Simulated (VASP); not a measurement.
# TiC (Fm-3m) in VASP: single point with PBEsol

Aim: the single point of TiC with PBEsol.

All numbers are computed with VASP 6.6.1; they aren't measurements. Logs are shortened: lines on timing, memory, paths and dates and some standing lists are left out, and cuts for length are marked.

### 1 The cell of the first run

Symmetry: Fm-3m, No. 225, cubic system. The conventional cell has a = 4.328 Å, b = 4.328 Å, c = 4.328 Å, α = 90.00°, β = 90.00°, γ = 90.00°. Within 2.9 Å of Ti (site symmetry m-3m) lie 6 C at 2.16 Å. Within 2.9 Å of C (site symmetry m-3m) lie 6 Ti at 2.16 Å.

### 2 Single point, PBEsol

INCAR

```
SYSTEM = TiC
PREC     = Accurate       ! precision mode
ENCUT    = 600            ! plane-wave cutoff, eV
EDIFF    = 1E-6           ! SCF threshold, eV
ISMEAR   = 0              ! smearing method
SIGMA    = 0.1            ! smearing width, eV
LREAL    = .False.        ! projectors in reciprocal space
LASPH    = .True.         ! aspherical terms in the spheres
NELM     = 120            ! most SCF steps
ALGO     = Normal         ! electronic algorithm
ISIF     = 2              ! what is computed and relaxed
LWAVE    = .False.        ! write WAVECAR
LCHARG   = .False.        ! write CHGCAR
GGA      = PS             ! functional
NBANDS   = 15             ! bands
GGA_COMPAT= .False.
```

KPOINTS

```
Automatic mesh
0
Gamma
  8 8 8
  0 0 0
```

POSCAR

```
TiC
1.0
    0.0000000000      2.1640000000      2.1640000000
    2.1640000000      0.0000000000      2.1640000000
    2.1640000000      2.1640000000      0.0000000000
Ti C
1 1
Direct
    0.0000000000      0.0000000000      0.0000000000
    0.5000000000      0.5000000000      0.5000000000
```

Potentials or basis: VASP PAW PBE potentials, release 64 (Ti_sv, C).

Run with:

```sh
$ cat potpaw_PBE.64/Ti_sv/POTCAR potpaw_PBE.64/C/POTCAR > POTCAR
$ mpirun -np 1 vasp_std > vasp.out
```

OUTCAR:

```text
SYSTEM = TiC
   PREC = Accurate
   ENCUT = 600
   EDIFF = 1E-6
   ISMEAR = 0
   LREAL = .False.
   LASPH = .True.
   NELM = 120
   ISIF = 2
   GGA = PS

 ion  position               nearest neighbor table
   1  0.000  0.000  0.000-   2 2.16   2 2.16   2 2.16   2 2.16   2 2.16   2 2.16
   2  0.500  0.500  0.500-   1 2.16   1 2.16   1 2.16   1 2.16   1 2.16   1 2.16

  LATTYP: Found a face centered cubic cell.
 ALAT       =     4.3280000000

  Lattice vectors:

 A1 = (   0.0000000000,   2.1640000000,   2.1640000000)
 A2 = (   2.1640000000,   0.0000000000,   2.1640000000)
 A3 = (   2.1640000000,   2.1640000000,   0.0000000000)

Analysis of symmetry for initial positions (statically):
=====================================================================
 Subroutine PRICEL returns:
 Original cell was already a primitive cell.

 Routine SETGRP: Setting up the symmetry group for a
 face centered cubic supercell.

 Subroutine GETGRP returns: Found 48 space group operations
 (whereof 48 operations were pure point group operations)
 out of a pool of 48 trial point group operations.

The static configuration has the point symmetry O_h .

Analysis of symmetry for dynamics (positions and initial velocities):
=====================================================================
 Subroutine PRICEL returns:
 Original cell was already a primitive cell.

 Routine SETGRP: Setting up the symmetry group for a
 face centered cubic supercell.

 Subroutine GETGRP returns: Found 48 space group operations
 (whereof 48 operations were pure point group operations)
 out of a pool of 48 trial point group operations.

The dynamic configuration has the point symmetry O_h .

 Subroutine INISYM returns: Found 48 space group operations
 (whereof 48 operations are pure point group operations),
 and found     1 'primitive' translations

----------------------------------------------------------------------------------------

                                     Primitive cell

  volume of cell :      20.2676

  direct lattice vectors                    reciprocal lattice vectors
     0.000000000  2.164000000  2.164000000    -0.231053604  0.231053604  0.231053604
     2.164000000  0.000000000  2.164000000     0.231053604 -0.231053604  0.231053604
     2.164000000  2.164000000  0.000000000     0.231053604  0.231053604 -0.231053604

  length of vectors
     3.060358149  3.060358149  3.060358149     0.400196582  0.400196582  0.400196582

  position of ions in fractional coordinates (direct lattice)
     0.000000000  0.000000000  0.000000000
     0.500000000  0.500000000  0.500000000

  ion indices of the primitive-cell ions
   primitive index   ion index
                 1           1
                 2           2

----------------------------------------------------------------------------------------

 KPOINTS: Automatic mesh

Automatic generation of k-mesh.
 Grid dimensions read from file:
 generate k-points for:    8    8    8

 Generating k-lattice:

  Cartesian coordinates                     Fractional coordinates (reciprocal lattice)
    -0.028881701  0.028881701  0.028881701     0.125000000  0.000000000  0.000000000
     0.028881701 -0.028881701  0.028881701     0.000000000  0.125000000  0.000000000
     0.028881701  0.028881701 -0.028881701     0.000000000  0.000000000  0.125000000

  Length of vectors
     0.050024573  0.050024573  0.050024573

  Shift w.r.t. Gamma in fractional coordinates (k-lattice)
     0.000000000  0.000000000  0.000000000

 Subroutine IBZKPT returns following result:
 ===========================================

 Found     29 irreducible k-points:

 Following reciprocal coordinates:
            Coordinates               Weight
  0.000000  0.000000  0.000000      1.000000
  0.125000  0.000000  0.000000      8.000000
  0.250000  0.000000  0.000000      8.000000
  0.375000  0.000000  0.000000      8.000000
  0.500000  0.000000  0.000000      4.000000
  0.125000  0.125000  0.000000      6.000000
[... 16 lines left out ...]
  0.500000  0.250000  0.125000     48.000000
 -0.375000  0.250000  0.125000     24.000000
 [... further k-points ...]
   k-points           NKPTS =     29   k-points in BZ     NKDIM =     29   number of bands    NBANDS=     15
   number of dos      NEDOS =    301   number of ions     NIONS =      2
   total plane-waves  NPLWV =  13824
   dimension x,y,z NGX =    24 NGY =   24 NGZ =   24
   dimension x,y,z NGXF=    48 NGYF=   48 NGZF=   48
   ions per type =               1   1
   NGX,Y,Z   is equivalent  to a cutoff of  13.04, 13.04, 13.04 a.u.
   NGXF,Y,Z  is equivalent  to a cutoff of  26.07, 26.07, 26.07 a.u.
 SYSTEM =  TiC
   PREC   = accura    normal or accurate (medium, high low for compatibility)
   ISTART =      0    job   : 0-new  1-cont  2-samecut
   ICHARG =      2    charge: 1-file 2-atom 10-const
   ISPIN  =      1    spin polarized calculation?
   LNONCOLLINEAR =      F non collinear calculations
   LSORBIT =      F    spin-orbit coupling
   LASPH  =      T    aspherical Exc in radial PAW
   ENCUT  =  600.0 eV  44.10 Ry    6.64 a.u.   6.11  6.11  6.11*2*pi/ulx,y,z
   NELM   =    120;   NELMIN=  2; NELMDL= -5     # of ELM steps
   EDIFF  = 0.1E-05   stopping-criterion for ELM
   LREAL  =      F    real-space projection
   EDIFFG = 0.1E-04   stopping-criterion for IOM
   NSW    =      0    number of steps for IOM
   IBRION =     -1    ionic relax: 0-MD 1-quasi-New 2-CG
   NFREE  =      0    steps in history (QN), initial steepest desc. (CG)
   ISIF   =      2    stress and relaxation
   ISYM   =      2    0-nonsym 1-usesym 2-fastsym
   POTIM  = 0.5000    time-step for ionic-motion
   TEBEG  =    0.0;   TEEND  =   0.0 temperature during run
   PSTRESS=    0.0 pullay stress
   NELECT =      16.0000    total number of electrons
   NUPDOWN=      -1.0000    fix difference up-down
   EMIN   =  10.00;   EMAX   =-10.00  energy-range for DOS
   EFERMI =   0.00;   METHOD = LEGACY
   ISMEAR =     0;   SIGMA  =   0.10  broadening in eV -4-tet -1-fermi 0-gaus
   EFERMI_NEDOS =   21; number of points for ismear=-14 and -15
   IALGO  =     38    algorithm
   IMIX   =      4    mixing-type and parameters
     AMIX     =   0.40;   BMIX     =  1.00
     AMIX_MAG =   1.60;   BMIX_MAG =  1.00
  volume/ion in A,a.u.               =      10.13        68.39
  Fermi-wavevector in a.u.,A,eV,Ry     =   1.513030  2.859212 31.147275  2.289260
  Thomas-Fermi vector in A             =   2.622876
   LORBIT       =      0    0 simple, 1 ext, 2 COOP (PROOUT), +10 PAW based schemes
   GGA     = PS    functional components
   LHFCALC =     F    Hartree Fock is set to
   AEXX    =    0.0000 exact exchange contribution
   IVDW    =     0    specifies the selected vdW correction
   LEPSILON=     F    determine dielectric tensor
   LRPA    =     F    only Hartree local field effects (RPA)
 non-spin polarized calculation
 Gauss-broadening in eV      SIGMA  =   0.10
  energy-cutoff  :      600.00
  volume of cell :       20.27
 maximum number of plane-waves:       692
   NGX = 13   NGY = 13   NGZ = 13

 number of electron      16.0000001 magnetization

 Free energy of the ion-electron system (eV)
  ---------------------------------------------------
  ext. energy  EPLUGINS =         0.00000000
  ---------------------------------------------------
  free energy    TOTEN  =       -19.79246788 eV

  energy without entropy =      -19.79061866  energy(sigma->0) =      -19.79154327

 E-fermi :   9.2831     XC(G=0): -12.8720

 val. band max:        9.0882179679   @ k =   0.3750   0.3750   0.0000
 cond. band min:       9.3108118810   @ k =   0.5000   0.5000   0.0000
 fundamental gap:      0.2225939131
 Fermi energy:         9.2831453586

 k-point     1 :       0.0000    0.0000    0.0000
  band No.  band energies     occupation
      1     -46.9949      2.00000
      2     -23.1207      2.00000
      3     -23.1207      2.00000
      4     -23.1207      2.00000
      5      -3.0467      2.00000
      6       9.9930      0.00000
      7       9.9930      0.00000
      8       9.9930      0.00000
      9      11.0398      0.00000
     10      11.0398      0.00000
     11      11.0398      0.00000
     12      11.0596      0.00000
     13      11.0596      0.00000
     14      19.8426      0.00000
     15      23.2646      0.00000

 k-point     2 :       0.1250    0.0000    0.0000
  band No.  band energies     occupation
      1     -46.9839      2.00000
      2     -23.1982      2.00000
      3     -23.1280      2.00000
      4     -23.1280      2.00000
      5      -2.6949      2.00000
      6       8.6852      2.00000
      7       9.0486      1.99909
      8       9.0486      1.99909
      9      10.4227      0.00000
     10      10.4227      0.00000
     11      11.5908      0.00000
     12      13.1316      0.00000
     13      13.1316      0.00000
     14      20.3888      0.00000
     15      23.3516      0.00000

 k-point     3 :       0.2500    0.0000    0.0000
  band No.  band energies     occupation
      1     -46.9572      2.00000
      2     -23.3816      2.00000
      3     -23.1455      2.00000
      4     -23.1455      2.00000
      5      -1.7248      2.00000
      6       6.5802      2.00000
      7       7.6343      2.00000
      8       7.6343      2.00000
      9      11.0844      0.00000
     10      11.0844      0.00000
     11      12.1671      0.00000
     12      15.2223      0.00000
     13      15.2223      0.00000
     14      20.4073      0.00000
     15      23.6945      0.00000
[... 343 lines left out ...]
 k-point    23 :       0.5000    0.2500    0.1250
  band No.  band energies     occupation
      1     -46.9156      2.00000
      2     -23.5130      2.00000
      3     -23.2896      2.00000
      4     -23.1988      2.00000
      5      -0.2747      2.00000
      6       4.8606      2.00000
      7       6.5836      2.00000
      8       7.0498      2.00000
      9      11.1947      0.00000
     10      12.4400      0.00000
     11      13.1885      0.00000
     12      14.6936      0.00000
     13      16.7522      0.00000
     14      20.8745      0.00000
     15      23.3812      0.00000

 k-point    24 :      -0.3750    0.2500    0.1250
  band No.  band energies     occupation
      1     -46.9066      2.00000
      2     -23.5544      2.00000
      3     -23.3026      2.00000
      4     -23.2141      2.00000
      5       0.1707      2.00000
      6       4.4421      2.00000
      7       6.3194      2.00000
      8       6.8301      2.00000
      9      11.9468      0.00000
     10      12.0974      0.00000
     11      13.1391      0.00000
     12      15.7905      0.00000
     13      16.1968      0.00000
     14      20.2889      0.00000
     15      23.5155      0.00000

 [... further k-points ...]

------------------------ aborting loop because EDIFF is reached ----------------------------------------

  FORCE on cell =-STRESS in cart. coord.  units (eV):
  Direction    XX          YY          ZZ          XY          YZ          ZX
  --------------------------------------------------------------------------------------
  -------------------------------------------------------------------------------------
  Total       -0.7584512     -0.7584512     -0.7584512      0.0000000      0.0000000      0.0000000
  in kB      -59.9565232    -59.9565232    -59.9565232      0.0000000      0.0000000      0.0000000
  external PRESSURE =     -59.9565232 kB  Pullay stress =       0.0000000 kB

 VOLUME and BASIS-vectors are now :
 -----------------------------------------------------------------------------
  energy-cutoff  :      600.00
  volume of cell :       20.27
      direct lattice vectors                 reciprocal lattice vectors
     0.000000000  2.164000000  2.164000000    -0.231053604  0.231053604  0.231053604
     2.164000000  0.000000000  2.164000000     0.231053604 -0.231053604  0.231053604
     2.164000000  2.164000000  0.000000000     0.231053604  0.231053604 -0.231053604

 POSITION                                       TOTAL-FORCE (eV/Angst)
 -----------------------------------------------------------------------------------
      0.00000      0.00000      0.00000        -0.000000      0.000000     -0.000000
      2.16400      2.16400      2.16400         0.000000     -0.000000      0.000000
 -----------------------------------------------------------------------------------
    total drift:                                0.000000     -0.000000     -0.000000

  FREE ENERGIE OF THE ION-ELECTRON SYSTEM (eV)
  ---------------------------------------------------
  free  energy   TOTEN  =       -19.7924678758 eV

  energy  without entropy=      -19.7906186551  energy(sigma->0) =      -19.79154327
```

Wall time 21 s (1 thread of Intel Xeon 8259CL, shared host); peak memory 0.14 GiB.

What came out:

```
Free energy            : -19.7925 eV
Pressure               : -6.0 GPa
Band gap on the k mesh : zero (band 8 reaches 9.99 eV, above the bottom of band 9 at 8.92 eV)
```

Levels at points of the mesh, in eV from the Fermi level:
| k point | band 6 | band 7 | band 8 | band 9 | band 10 | band 11 |
| --- | --- | --- | --- | --- | --- | --- |
| (0.00, 0.00, 0.00) | 0.71 | 0.71 | 0.71 | 1.76 | 1.76 | 1.76 |
| (0.50, 0.00, 0.00) | -5.84 | -2.86 | -2.86 | 2.97 | 2.97 | 4.17 |
| (0.50, 0.50, 0.00) | -3.40 | -1.63 | 0.03 | 0.03 | 2.79 | 3.58 |

Caveat: the PAW data sets were made with another functional, which shifts forces and pressure a little.
